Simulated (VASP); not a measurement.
Here is a VASP 6.6.1 calculation.

INCAR

```
SYSTEM = Ta
ALGO = Fast ; EDIFF = 1E-7
ENCUT = 520 ; GGA = PS
ISIF = 2 ; ISMEAR = 0
LASPH = .TRUE. ; LCHARG = .FALSE.
LREAL = .FALSE. ; LWAVE = .FALSE.
NBANDS = 18 ; NELM = 60
PREC = Accurate ; SIGMA = 0.15
```

Contents of KPOINTS:

```
k-points
0
G
  12 12 8
  0 0 0
```

POSCAR

```
Ta
1.0
    2.8269634025     -0.2610275252      0.0000151314
   -1.6395381691      2.8397780058      0.0000044240
    0.0000268721      0.0000245866      4.6407528587
Ta
2
Direct
    0.5000004817      0.2499990038      0.7500008927
    0.4999995183      0.7500009962      0.2499991073
```

Potentials or basis: VASP PAW PBE potentials, release 64 (Ta_pv).

Launch:

```sh
$ cat potpaw_PBE.64/Ta_pv/POTCAR > POTCAR
$ mpirun -np 1 vasp_std > vasp.out
```

Q: What does it give for the band gap on the k mesh?

A: Zero (bands 11 and 12 overlap by 2.88 eV).

Q: Predict the pressure.

A: 0.2 GPa.

Caveat: the PAW data sets were made with another functional, which shifts forces and pressure a little; spin-orbit coupling is left out, which moves the levels of the heavy elements.
